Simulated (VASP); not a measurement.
Set up this calculation in VASP 6.6.1, as the native input.

| Property | Result |
| --- | --- |
| Task | single point |
| Functional | LDA |
| Potentials or basis | VASP PAW LDA potentials, release 64 (Zr_sv, B) |
| Cutoff | 520 eV |
| k mesh | 9 × 9 × 6 |
| Occupations | gaussian, width 0.1 eV |
| Spin | no spin polarisation |
| Dipole correction | no |
| Further INCAR settings | ALGO = Normal; EDIFF = 1e-06; NBANDS = 16 |

The structure of ZrB2 (de600) lies in POSCAR:

```
ZrB2
1.0
    3.1355276186      0.0000000000      0.0000000000
   -1.5677638093      2.7154465720      0.0000000000
    0.0000000000      0.0000000000      3.4861614446
Zr B
1 2
Direct
    0.0000000000      0.0000000000      0.0000000000
    0.3333333333      0.6666666667      0.5000000000
    0.6666666667      0.3333333333      0.5000000000
```

These files were run (other wordings do the same):

INCAR

```
SYSTEM = ZrB2
ALGO = Normal
EDIFF = 1E-6
ENCUT = 520
ISIF = 2
ISMEAR = 0
LASPH = .True.
LCHARG = .False.
LREAL = .False.
LWAVE = .False.
NBANDS = 16
NELM = 100
PREC = Accurate
SIGMA = 0.1
```

KPOINTS

```
k-points
0
Gamma
  9 9 6
  0 0 0
```

Potentials or basis: VASP PAW LDA potentials, release 64 (Zr_sv, B).

Command:

```sh
$ cat potpaw_LDA.64/Zr_sv/POTCAR potpaw_LDA.64/B/POTCAR > POTCAR
$ mpirun -np 1 vasp_std > vasp.out
```

Results of the run:

The pressure is 0.3 GPa and the band gap on the k mesh is zero (band 9 reaches 11.62 eV, above the bottom of band 10 at 10.82 eV).

Run time: 28 s on 1 thread of AMD EPYC 7R43 64-Core Processor (Zen 3), with other jobs on the host, peak memory 0.11 GiB.
